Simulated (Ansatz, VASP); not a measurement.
## Two plane-wave programs on Si2W

The input INCAR:

```
SYSTEM = Si2W
PREC = Accurate
ENCUT = 600
EDIFF = 1E-7
ISMEAR = 0
SIGMA = 0.1
LREAL = .False.
LASPH = .True.
NELM = 60
ALGO = Normal
ISIF = 3
LWAVE = .False.
LCHARG = .False.
IBRION = 2
NSW = 70
EDIFFG = -0.005
```

File KPOINTS:

```
regular mesh
0
Gamma
  18 18 18
  0 0 0
```

Contents of POSCAR:

```
Si2W
1.0
   -1.6145299054      1.6145299054      3.9335489408
    1.6145299054     -1.6145299054      3.9335489408
    1.6145299054      1.6145299054     -3.9335489408
Si W
2 1
Direct
    0.3345578121      0.3345578121      0.0000000000
    0.6654421879      0.6654421879      0.0000000000
    0.0000000000      0.0000000000      0.0000000000
```

Input for Ansatz:

```yaml
crystal:
  lattice:
    - [-1.6145299054, 1.6145299054, 3.9335489408]
    - [1.6145299054, -1.6145299054, 3.9335489408]
    - [1.6145299054, 1.6145299054, -3.9335489408]
  atoms:
    - { symbol: Si, position: [0.3345578121, 0.3345578121, 0.0] }
    - { symbol: Si, position: [0.6654421879, 0.6654421879, 0.0] }
    - { symbol: W, position: [0.0, 0.0, 0.0] }
basis:
  ecutwfc: 420
kpoints:
  mp_grid: { grid: [18, 18, 18] }
hamiltonian:
  xc: lda
scf:
  occupations: { method: gaussian, width: 0.1 }
output:
  forces: true
  stress: true
  eigenvalues: true
  write_density: true
  write_potential: true
  elf: true
  volumetric_format: npy
relax:
  adjacent_minimum: "off"
  f_tol: 0.005
  max_steps: 50
  cell: { stress_tol: 0.05 }
```

Alike in both runs: task relaxation of cell and atoms; functional LDA; k mesh 18 × 18 × 18; occupations gaussian, width 0.1 eV; no spin polarisation.

```csv
,VASP,Ansatz
version,VASP 6.6.1,Ansatz 0.2.0
potentials or method,"VASP PAW LDA potentials, release 64 (Si, W_sv), cutoff 600 eV","scalar-relativistic, plane waves, PAW"
valence electrons in the cell,22,22
```

Ansatz gave:

| Property | Result |
| --- | --- |
| gap on the k mesh at the Fermi level, each at its own relaxed structure (eV) | none |
| relaxed volume (Å³/atom) | 13.14 |
| relaxed length of the cell vector where the two differ most in proportion (Å) | 4.491 |

Problem. What did VASP give for the same quantities?

Solution. gap on the k mesh at the Fermi level, each at its own relaxed structure (eV): none; relaxed volume (Å³/atom): 13.19; relaxed length of the cell vector where the two differ most in proportion (Å): 4.496.

LDA's correlation is that of Perdew and Zunger in VASP and of Perdew and Wang (1992) in Ansatz. A gap of «none» marks a metal or a gap that the smearing closes.

Spin-orbit coupling is off throughout.
